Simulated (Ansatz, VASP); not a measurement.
Two plane-wave programs on MgAgH3

INCAR

```
ALGO = Normal
EDIFF = 1E-6
ENCUT = 600
GGA = PS
GGA_COMPAT = F
ISIF = 2
ISMEAR = 0
LASPH = T
LCHARG = F
LREAL = F
LWAVE = F
NBANDS = 16
NELM = 120
PREC = Accurate
SIGMA = 0.05
```

The input KPOINTS:

```
k-points
0
Gamma
  4 4 4
```

POSCAR

```
MgAgH3
1.0
    3.7422181409      0.0000000000      0.0000000000
    0.0000000000      3.7422181409      0.0000000000
    0.0000000000      0.0000000000      3.7422181409
Ag Mg H
1 1 3
Direct
    0.0000000000      0.0000000000      0.0000000000
    0.5000000000      0.5000000000      0.5000000000
    0.5000000000      0.5000000000      0.0000000000
    0.5000000000      0.0000000000      0.5000000000
    0.0000000000      0.5000000000      0.5000000000
```

Input for Ansatz:

```yaml
crystal:
  lattice:
    - [3.7422181409, 0.0, 0.0]
    - [0.0, 3.7422181409, 0.0]
    - [0.0, 0.0, 3.7422181409]
  atoms:
    - { symbol: Ag, position: [0.0, 0.0, 0.0] }
    - { symbol: Mg, position: [0.5, 0.5, 0.5] }
    - { symbol: H, position: [0.5, 0.5, 0.0] }
    - { symbol: H, position: [0.5, 0.0, 0.5] }
    - { symbol: H, position: [0.0, 0.5, 0.5] }
basis:
  ecutwfc: 420
kpoints:
  mp_grid: { grid: [4, 4, 4] }
hamiltonian:
  xc: pbesol
scf:
  occupations: { method: gaussian, width: 0.05 }
output:
  forces: true
  stress: true
  eigenvalues: true
```

Alike in both runs: task single point; functional PBEsol; k mesh 4 × 4 × 4; occupations gaussian, width 0.05 eV; no spin polarisation.

|  | VASP | Ansatz |
| --- | --- | --- |
| version | VASP 6.6.1 | Ansatz 0.2.0 |
| potentials or method | VASP PAW PBE potentials, release 64 (Ag, Mg, H), cutoff 600 eV | scalar-relativistic, plane waves, PAW |
| valence electrons in the cell | 16 | 32 |

VASP gave:

```
gap on the k mesh at the Fermi level (eV) : 0.18
least direct gap on the mesh (eV)         : 1.48
pressure (GPa)                            : -1.1
```

Task: Which values does Ansatz return?

Result: gap on the k mesh at the Fermi level (eV): 0.18; least direct gap on the mesh (eV): 1.48; pressure (GPa): -1.0.

VASP's potentials were made for PBE, not for PBEsol. VASP's potentials hold 16 valence electrons a cell and Ansatz's 32, so a difference there can come from the potentials and not from the codes.
